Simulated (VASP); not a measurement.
A run of VASP 6.6.1:

File INCAR:

```
PREC = Accurate ; ENCUT = 520
EDIFF = 1E-7 ; ISMEAR = 0
SIGMA = 0.05 ; LREAL = False
LASPH = True ; NELM = 80
ALGO = Normal ; ISIF = 2
LWAVE = False ; LCHARG = True
LDIPOL = True ; IDIPOL = 3
DIPOL = 0.5 0.5 0.391 ; GGA = PE
IVDW = 12 ; LELF = True
LVHAR = True ; LVACPOTAV = True
NBANDS = 35
```

File KPOINTS:

```
regular mesh
0
Gamma
  9 9 1
```

Contents of POSCAR:

```
WS2
1.0
    3.1595457497      0.0000000000      0.0000000000
   -1.5797728749      2.7362468836      0.0000000000
    0.0000000000      0.0000000000     23.8042575719
S W
4 2
Direct
    0.3333333333      0.6666666667      0.1890418126
    0.3333333333      0.6666666667      0.3214605103
    0.3333333333      0.6666666667      0.4596710800
    0.3333333333      0.6666666667      0.5920897776
    0.6666666667      0.3333333333      0.2552511581
    0.6666666667      0.3333333333      0.5258804254
```

Potentials or basis: VASP PAW PBE potentials, release 64 (S, W_sv).

Launch:

```sh
$ cat potpaw_PBE.64/S/POTCAR potpaw_PBE.64/W_sv/POTCAR > POTCAR
$ mpirun -np 1 vasp_std > vasp.out
```

Hardware: 1 thread of AMD EPYC 9R45 96-Core Processor (Zen 5), on a shared host.

Task: How long does it take, and how much memory?

Result: It took 79 s on 1 thread of AMD EPYC 9R45 96-Core Processor (Zen 5) (shared host), peak memory 0.3 GiB. Counts: scf iterations 25, k points 12.
